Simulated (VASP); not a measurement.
# TaN (P-6m2) in VASP: notebook, part 2 of 2

VASP 6.6.1. Earlier steps stand in the parts before.

## (4) Vibrations by perturbation theory, PBE (10.70 Å³/atom)

This run uses another cell than the first one, of 10.70 Å³/atom.

INCAR reads:

```
SYSTEM = TaN
ALGO = Normal
EDIFF = 1E-8
ENCUT = 520
GGA = PE
IBRION = 8
ISIF = 2
ISMEAR = -1
LASPH = .TRUE.
LCHARG = .TRUE.
LREAL = .FALSE.
LWAVE = .FALSE.
NELM = 60
NSW = 1
PREC = Accurate
SIGMA = 0.15
```

KPOINTS reads:

```
k-points
0
G
  18 18 14
  0 0 0
```

POSCAR reads:

```
TaN
1.0
    2.9294843486      0.0000000000      0.0000000000
   -1.4647421743      2.5370078658      0.0000000000
    0.0000000000      0.0000000000      2.8802346043
Ta N
1 1
Direct
    0.3333333333      0.6666666667      0.5000000000
    0.0000000000      0.0000000000      0.0000000000
```

Potentials or basis: VASP PAW PBE potentials, release 64 (Ta_pv, N).

Launch:

```
$ cat potpaw_PBE.64/Ta_pv/POTCAR potpaw_PBE.64/N/POTCAR > POTCAR
$ mpirun -np 1 vasp_std > vasp.out
```

OUTCAR:

```text
SYSTEM = TaN
   EDIFF = 1E-8
   ENCUT = 520
   GGA = PE
   IBRION = 8
   ISIF = 2
   ISMEAR = -1
   LASPH = .TRUE.
   LREAL = .FALSE.
   NELM = 60
   NSW = 1
   PREC = Accurate

 ion  position               nearest neighbor table
   1  0.333  0.667  0.500-   2 2.22   2 2.22   2 2.22   2 2.22   2 2.22   2 2.22
   2  0.000  0.000  0.000-   1 2.22   1 2.22   1 2.22   1 2.22   1 2.22   1 2.22

  LATTYP: Found a hexagonal cell.
 ALAT       =     2.9294843486
 C/A-ratio  =     0.9831882548

  Lattice vectors:

 A1 = (   2.9294843486,   0.0000000000,   0.0000000000)
 A2 = (  -1.4647421743,   2.5370078658,   0.0000000000)
 A3 = (   0.0000000000,   0.0000000000,   2.8802346043)

Analysis of symmetry for initial positions (statically):
=====================================================================
 Subroutine PRICEL returns:
 Original cell was already a primitive cell.

 Routine SETGRP: Setting up the symmetry group for a
 hexagonal supercell.

 Subroutine GETGRP returns: Found 12 space group operations
 (whereof 12 operations were pure point group operations)
 out of a pool of 24 trial point group operations.

The static configuration has the point symmetry D_3h.

Analysis of symmetry for dynamics (positions and initial velocities):
=====================================================================
 Subroutine PRICEL returns:
 Original cell was already a primitive cell.

 Routine SETGRP: Setting up the symmetry group for a
 hexagonal supercell.

 Subroutine GETGRP returns: Found 12 space group operations
 (whereof 12 operations were pure point group operations)
 out of a pool of 24 trial point group operations.

The dynamic configuration has the point symmetry D_3h.

 Subroutine INISYM returns: Found 12 space group operations
 (whereof 12 operations are pure point group operations),
 and found     1 'primitive' translations

----------------------------------------------------------------------------------------

                                     Primitive cell

  volume of cell :      21.4063

  direct lattice vectors                    reciprocal lattice vectors
     2.929484349  0.000000000  0.000000000     0.341357004  0.197082558  0.000000000
    -1.464742174  2.537007866  0.000000000     0.000000000  0.394165116  0.000000000
     0.000000000  0.000000000  2.880234604     0.000000000  0.000000000  0.347193940

  length of vectors
     2.929484349  2.929484349  2.880234604     0.394165116  0.394165116  0.347193940

  position of ions in fractional coordinates (direct lattice)
     0.333333333  0.666666667  0.500000000
     0.000000000  0.000000000  0.000000000

  ion indices of the primitive-cell ions
   primitive index   ion index
[... 140 lines left out ...]
      8       5.3771      2.00000
      9      10.6026      0.00000
     10      11.9308      0.00000
     11      11.9308      0.00000
     12      12.3662      0.00000
[... 331 lines left out ...]
 k-point    24 :       0.3889    0.1111    0.0000
  band No.  band energies     occupation
      1     -27.2267      2.00000
      2     -26.5435      2.00000
      3     -26.3587      2.00000
      4      -7.1753      2.00000
      5       0.2121      2.00000
      6       3.1464      2.00000
      7       4.0501      2.00000
      8       6.0252      2.00000
      9      10.6535      0.00000
     10      11.4209      0.00000
     11      12.9395      0.00000
     12      14.4214      0.00000

 [... further k-points ...]

------------------------ aborting loop because EDIFF is reached ----------------------------------------

  FORCE on cell =-STRESS in cart. coord.  units (eV):
  Direction    XX          YY          ZZ          XY          YZ          ZX
  --------------------------------------------------------------------------------------
  -------------------------------------------------------------------------------------
  Total        1.0396083      1.0396083      1.0631333      0.0000000     -0.0000000      0.0000000
  in kB       77.8107231     77.8107231     79.5714821      0.0000000     -0.0000000      0.0000000
  external PRESSURE =      78.3976428 kB  Pullay stress =       0.0000000 kB

 VOLUME and BASIS-vectors are now :
 -----------------------------------------------------------------------------
  energy-cutoff  :      520.00
  volume of cell :       21.41
      direct lattice vectors                 reciprocal lattice vectors
     2.929484349  0.000000000  0.000000000     0.341357004  0.197082558  0.000000000
    -1.464742174  2.537007866  0.000000000     0.000000000  0.394165116  0.000000000
     0.000000000  0.000000000  2.880234604     0.000000000  0.000000000  0.347193940

 POSITION                                       TOTAL-FORCE (eV/Angst)
 -----------------------------------------------------------------------------------
     -0.00000      1.69134      1.44012        -0.000000     -0.000000      0.000000
      0.00000      0.00000      0.00000         0.000000      0.000000      0.000000
 -----------------------------------------------------------------------------------
    total drift:                                0.000000     -0.000000     -0.000000

  FREE ENERGIE OF THE ION-ELECTRON SYSTEM (eV)
  ---------------------------------------------------
  free  energy   TOTEN  =       -22.4375261012 eV

  energy  without entropy=      -22.4282972940  energy(sigma->0) =      -22.43291170

[... ionic steps 2 to 3 ...]

--------------------------------------- Ionic step        4  -------------------------------------------

------------------------ aborting loop because EDIFF is reached ----------------------------------------
[... 11 lines left out ...]
[... ionic steps 8 to 8 ...]

--------------------------------------- Ionic step        9  -------------------------------------------

 Free energy of the ion-electron system (eV)
  ---------------------------------------------------
  ---------------------------------------------------
  free energy    TOTEN  =        -0.23519632 eV

  energy without entropy =       -0.23519632

------------------------ aborting loop because EDIFF is reached ----------------------------------------

 INTERNAL STRAIN TENSOR  FOR ION    2  DIRECTION 3   (eV/Angst):
 -----------------------------------------------------------------------------
     0.00320  0.00000  0.00000
     0.00000  0.00320  0.00000
     0.00000 -0.00000  0.00737

 INTERNAL STRAIN TENSOR FOR ION    2 for displacements in x,y,z  (eV/Angst):
          X           Y           Z          XY          YZ          ZX
  --------------------------------------------------------------------------------
  x     0.00000     0.00000     0.00000    -2.13593     0.00000     0.00000
  y    -2.13593     2.13593     0.00000     0.00000     0.00000     0.00000
  z     0.00000     0.00000     0.00000     0.00000     0.00000     0.00000

 SECOND DERIVATIVES (NOT SYMMETRIZED)
 ------------------------------------
               1X          1Y          1Z          2X          2Y          2Z
  1X   -13.513663    0.000000    0.000000   13.513663    0.000000    0.000000
  1Y     0.000000  -13.513663    0.000000   -0.000000   13.513663    0.000000
  1Z     0.000000    0.000000  -14.801722   -0.000000    0.000000   14.801722
  2X    13.513357    0.000000    0.000000  -13.513357    0.000000    0.000000
  2Y     0.000000   13.513357    0.000000    0.000000  -13.513357    0.000000
  2Z     0.000000    0.000000   14.799784   -0.000000    0.000000  -14.799784

 Eigenvectors and eigenvalues of the dynamical matrix
 ----------------------------------------------------

   1 f  =   16.683399 THz   104.824890 2PiTHz  556.498304 cm-1    68.996965 meV
             X         Y         Z           dx          dy          dz
     -0.000000  1.691339  1.440117    -0.000000    0.000000   -0.268007
      0.000000  0.000000  0.000000     0.000000   -0.000000    0.963417
[... 21 lines left out ...]
   6 f/i=    0.000282 THz     0.001772 2PiTHz    0.009407 cm-1     0.001166 meV
             X         Y         Z           dx          dy          dz
     -0.000000  1.691339  1.440117     0.000000   -0.000000    0.963417
      0.000000  0.000000  0.000000    -0.000000   -0.000000    0.268007

--------------------------------------------------------------------------------------------------------

 ELASTIC MODULI CONTR FROM IONIC RELAXATION (kBar)
 Direction    XX          YY          ZZ          XY          YZ          ZX
 --------------------------------------------------------------------------------
 XX         -13.2373     13.2373      0.0000      0.0000      0.0000      0.0000
 YY          13.2373    -13.2373      0.0000     -0.0000      0.0000      0.0000
 ZZ           0.0000      0.0000      0.0000      0.0000      0.0000      0.0000
 XY           0.0000     -0.0000      0.0000    -13.2373      0.0000      0.0000
 YZ           0.0000      0.0000      0.0000      0.0000      0.0000      0.0000
 ZX           0.0000      0.0000      0.0000      0.0000      0.0000      0.0000
 --------------------------------------------------------------------------------
```

OSZICAR:

```text
N       E                     dE             d eps       ncg     rms          rms(c)
DAV:   1     0.896422683754E+02    0.89642E+02   -0.92693E+03  7104   0.141E+03
DAV:   2    -0.213097655190E+02   -0.11095E+03   -0.10494E+03  8168   0.341E+02
[... 86 lines left out ...]
RMM:   7    -0.235192787952E+00    0.13755E-04   -0.10478E-06 19098   0.439E-03    0.463E-04
RMM:   8    -0.235198734600E+00   -0.59466E-05   -0.21080E-07 19940   0.174E-03    0.243E-04
RMM:   9    -0.235196896595E+00    0.18380E-05   -0.36852E-08 19891   0.605E-04    0.525E-05
RMM:  10    -0.235196355799E+00    0.54080E-06   -0.14264E-08 21465   0.197E-04    0.161E-05
RMM:  11    -0.235196320614E+00    0.35185E-07   -0.33996E-09 21544   0.474E-05    0.565E-06
RMM:  12    -0.235196323480E+00   -0.28650E-08   -0.24438E-09 20346   0.173E-05    0.119E-06
 Linear response finished
```

It took 9.3 min on 1 thread of Intel Xeon 6975P-C (Granite Rapids), shared host; peak memory 0.79 GiB.

What came out:

```
Highest phonon frequency at Γ : 556 cm⁻¹
```

Phonon frequencies in cm⁻¹ (negative: imaginary):
| q point | frequencies |
| --- | --- |
| (0.000, 0.000, 0.000) | 0 0 0 532 532 556 |

Caveat: the cell stands under pressure or tension, which shifts response properties; spin-orbit coupling is left out, which moves the levels of the heavy elements.

## (5) Elastic constants, PBE

INCAR reads:

```
SYSTEM = TaN
PREC = Accurate
ENCUT = 600
EDIFF = 1E-8
ISMEAR = -1
SIGMA = 0.15
LREAL = .FALSE.
LASPH = .TRUE.
NELM = 100
ALGO = Fast
ISIF = 3
LWAVE = .FALSE.
LCHARG = .FALSE.
GGA = PE
NBANDS = 15
IBRION = 6
NFREE = 2
POTIM = 0.015
NSW = 1
```

KPOINTS reads:

```
regular mesh
0
G
  18 18 14
  0 0 0
```

POSCAR reads:

```
TaN
1.0
    2.9081724431      0.0000000000      0.0000000000
   -1.4540862216      2.5185512143      0.0000000000
    0.0000000000      0.0000000000      2.8629060904
Ta N
1 1
Direct
    0.3333333333      0.6666666667      0.5000000000
    0.0000000000      0.0000000000      0.0000000000
```

Potentials or basis: VASP PAW PBE potentials, release 64 (Ta_pv, N).

Launch:

```
$ cat potpaw_PBE.64/Ta_pv/POTCAR potpaw_PBE.64/N/POTCAR > POTCAR
$ mpirun -np 1 vasp_std > vasp.out
```

OUTCAR:

```text
SYSTEM = TaN
   PREC = Accurate
   ENCUT = 600
   EDIFF = 1E-8
   ISMEAR = -1
   LREAL = .FALSE.
   LASPH = .TRUE.
   NELM = 100
   ISIF = 3
   GGA = PE
   IBRION = 6
   NFREE = 2
   POTIM = 0.015
   NSW = 1

 ion  position               nearest neighbor table
   1  0.333  0.667  0.500-   2 2.21   2 2.21   2 2.21   2 2.21   2 2.21   2 2.21
   2  0.000  0.000  0.000-   1 2.21   1 2.21   1 2.21   1 2.21   1 2.21   1 2.21

  LATTYP: Found a hexagonal cell.
 ALAT       =     2.9081724431
 C/A-ratio  =     0.9844347770

  Lattice vectors:

 A1 = (   2.9081724431,   0.0000000000,   0.0000000000)
 A2 = (  -1.4540862216,   2.5185512143,   0.0000000000)
 A3 = (   0.0000000000,   0.0000000000,   2.8629060904)

Analysis of symmetry for initial positions (statically):
[... 856 lines left out ...]
  x    -0.00000     0.00000     0.00000     3.17502     0.00000     0.00000
  y     3.17502    -3.17502     0.00000     0.00000     0.00000     0.00000
  z     0.00000     0.00000     0.00000     0.00000    -0.00000    -0.00000

 INTERNAL STRAIN TENSOR FOR ION    2 for displacements in x,y,z  (eV/Angst):
          X           Y           Z          XY          YZ          ZX
  --------------------------------------------------------------------------------
  x     0.00000    -0.00000    -0.00000    -3.16991     0.00000     0.00000
  y    -3.16991     3.16991     0.00000    -0.00000     0.00000     0.00000
  z     0.00000     0.00000     0.00000     0.00000     0.00000     0.00000

 Eigenvectors and eigenvalues of the dynamical matrix
 ----------------------------------------------------

   1 f  =   17.466822 THz   109.747281 2PiTHz  582.630478 cm-1    72.236940 meV
             X         Y         Z           dx          dy          dz
     -0.000000  1.679034  1.431453     0.000000    0.000000   -0.267991
      0.000000  0.000000  0.000000     0.000000   -0.000000    0.963421
[... 21 lines left out ...]
   6 f/i=    0.000482 THz     0.003029 2PiTHz    0.016080 cm-1     0.001994 meV
             X         Y         Z           dx          dy          dz
     -0.000000  1.679034  1.431453    -0.248180    0.930899   -0.000000
      0.000000  0.000000  0.000000    -0.069043    0.258973   -0.000000

--------------------------------------------------------------------------------------------------------

 ELASTIC MODULI CONTR FROM IONIC RELAXATION (kBar)
 Direction    XX          YY          ZZ          XY          YZ          ZX
 --------------------------------------------------------------------------------
 XX         -53.4284     53.4284      0.0000      0.0000     -0.0000     -0.0000
 YY          53.4284    -53.4284      0.0000      0.0000      0.0000      0.0000
 ZZ           0.0000      0.0000     -0.0000     -0.0000     -0.0000     -0.0000
 XY           0.0000      0.0000     -0.0000    -53.4284     -0.0000     -0.0000
 YZ          -0.0000      0.0000     -0.0000     -0.0000     -0.0000     -0.0000
 ZX          -0.0000      0.0000     -0.0000     -0.0000     -0.0000     -0.0000
 --------------------------------------------------------------------------------

 TOTAL ELASTIC MODULI (kBar)
 Direction    XX          YY          ZZ          XY          YZ          ZX
 --------------------------------------------------------------------------------
 XX        7156.3189   2335.5251   1790.9438     -0.0000      0.0000      0.0000
 YY        2335.5251   7156.3189   1790.9438     -0.0000      0.0000      0.0000
 ZZ        1790.9438   1790.9438   8967.1759     -0.0000     -0.0000      0.0000
 XY          -0.0000     -0.0000     -0.0000   2410.3969     -0.0000     -0.0000
 YZ           0.0000      0.0000     -0.0000     -0.0000   2700.8715     -0.0000
 ZX          -0.0000     -0.0000      0.0000     -0.0000     -0.0000   2700.8703
 --------------------------------------------------------------------------------
```

OSZICAR:

```text
N       E                     dE             d eps       ncg     rms          rms(c)
DAV:   1     0.997579698306E+02    0.99758E+02   -0.95469E+03  8880   0.126E+03
DAV:   2    -0.216963557394E+02   -0.12145E+03   -0.11424E+03 10637   0.335E+02
DAV:   3    -0.249073787204E+02   -0.32110E+01   -0.31905E+01 10203   0.512E+01
[... 260 lines left out ...]
RMM:   4    -0.224054174781E+02   -0.42589E-05   -0.10714E-04 13780   0.961E-02    0.173E-02
RMM:   5    -0.224054184019E+02   -0.92388E-06   -0.11643E-05 13795   0.347E-02    0.608E-03
RMM:   6    -0.224054185598E+02   -0.15791E-06   -0.13120E-06 13831   0.119E-02    0.253E-03
RMM:   7    -0.224054185772E+02   -0.17389E-07   -0.22313E-07 13758   0.500E-03    0.539E-04
RMM:   8    -0.224054185850E+02   -0.77598E-08   -0.32068E-08 11320   0.187E-03
  21 F= -.22405419E+02 E0= -.22400833E+02  d E =-.917052E-02
```

stdout:

```text
POSCAR found type information on POSCAR TaN
 POSCAR found :  2 types and       2 ions
 scaLAPACK will be used
 LDA part: xc-table for (Slater+PW92), standard interpolation
 POSCAR, INCAR and KPOINTS ok, starting setup
 FFT: planning ... GRIDC
 FFT: planning ... GRID_SOFT
 FFT: planning ... GRID
 WAVECAR not read
 entering main loop
 Found     4 degrees of freedom:
 Adding 6 more for cell shape distortion
 Finite differences POTIM= 0.01500 DOF=  10
 bond charge predicted
 Finite differences progress:
 bond charge predicted
 Finite differences progress:
 bond charge predicted
 Finite differences progress:
 bond charge predicted
 Finite differences progress:
 bond charge predicted
 Finite differences progress:
 bond charge predicted
 Finite differences progress:
 bond charge predicted
 Finite differences progress:
 bond charge predicted
 Finite differences progress:
 bond charge predicted
 Finite differences progress:
 bond charge predicted
 Finite differences progress:
 bond charge predicted
 Finite differences progress:
 bond charge predicted
 Finite differences progress:
 bond charge predicted
 Finite differences progress:
 bond charge predicted
 Finite differences progress:
 bond charge predicted
 Finite differences progress:
 bond charge predicted
 Finite differences progress:
 bond charge predicted
 Finite differences progress:
 bond charge predicted
 Finite differences progress:
 bond charge predicted
 Finite differences progress:
 bond charge predicted
 Finite differences progress:
```

Wall time 80 min (1 thread of Oxide Virtual Turin-like, shared host); peak memory 0.88 GiB.

What came out:

```yaml
Voigt_bulk_modulus: 390 GPa
Highest_phonon_frequency_at_Γ: 583 cm⁻¹
```

Phonon frequencies in cm⁻¹ (negative: imaginary):
```csv
q point,frequencies
"(0.000, 0.000, 0.000)",0 0 0 549 549 583
```

Elastic tensor in Voigt notation (GPa, in the Cartesian axes of the cell as first typed):
```
716 234 179   0   0   0
234 716 179   0   0   0
179 179 897   0   0   0
  0   0   0 270   0   0
  0   0   0   0 270   0
  0   0   0   0   0 241
```

Clamped-ion elastic tensor (GPa):
```
721 228 179   0   0   0
228 721 179   0   0   0
179 179 897   0   0   0
  0   0   0 270   0   0
  0   0   0   0 270   0
  0   0   0   0   0 246
```

Caveat: the cell is under stress, which shifts elastic constants; spin-orbit coupling is left out, which moves the levels of the heavy elements.
